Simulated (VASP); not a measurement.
Runs of VASP 6.6.1 on Au. The structure is that of space group P6_3/mmc (No. 194), or close to it. The cells are those of the table. 

```tsv
level	potentials or basis	cell	gap on the mesh (eV)	pressure (GPa)
LDA	VASP PAW LDA potentials, release 64 (Au)	a = 2.900, b = 2.900, c = 4.880 Å, angles 90.0, 90.0, 120.0°, 2 atoms	none	-10.4
r2SCAN	VASP PAW PBE potentials, release 64 (Au)	a = 2.957, b = 2.957, c = 4.976 Å, angles 90.0, 90.0, 120.0°, 2 atoms	none	-8.5
LDA	VASP PAW LDA potentials, release 64 (Au)	a = 2.861, b = 2.861, c = 4.814 Å, angles 90.0, 90.0, 120.0°, 2 atoms	none	-4.4
PBEsol	VASP PAW PBE potentials, release 64 (Au)	a = 2.845, b = 2.845, c = 4.728 Å, angles 90.0, 90.0, 120.0°, 2 atoms	none	4.7
LDA	VASP PAW LDA potentials, release 64 (Au)	a = 2.841, b = 2.841, c = 4.780 Å, angles 90.0, 90.0, 120.0°, 2 atoms	none	-0.7
LDA	VASP PAW LDA potentials, release 64 (Au)	a = 2.919, b = 2.919, c = 4.912 Å, angles 90.0, 90.0, 120.0°, 2 atoms	none	(a)
r2SCAN	VASP PAW PBE potentials, release 64 (Au)	a = 2.881, b = 2.881, c = 4.847 Å, angles 90.0, 90.0, 120.0°, 2 atoms	none	(b)
```

Alike in all rows: task single point; no spin polarisation; k mesh 11 × 11 × 6; cutoff (eV) 520; smearing fermi-dirac 0.05 eV.

Q: Fill in the values left out.

A: (a) -12.8; (b) 1.7.

Caveats: spin-orbit coupling is left out, which moves the levels of the heavy elements; the PAW data sets were made with another functional, which shifts forces and pressure a little (some runs).

A k mesh can miss the band edges, and the runs leave out spin-orbit coupling on Au.

A gap of «none» marks levels without a gap at the run's occupations.
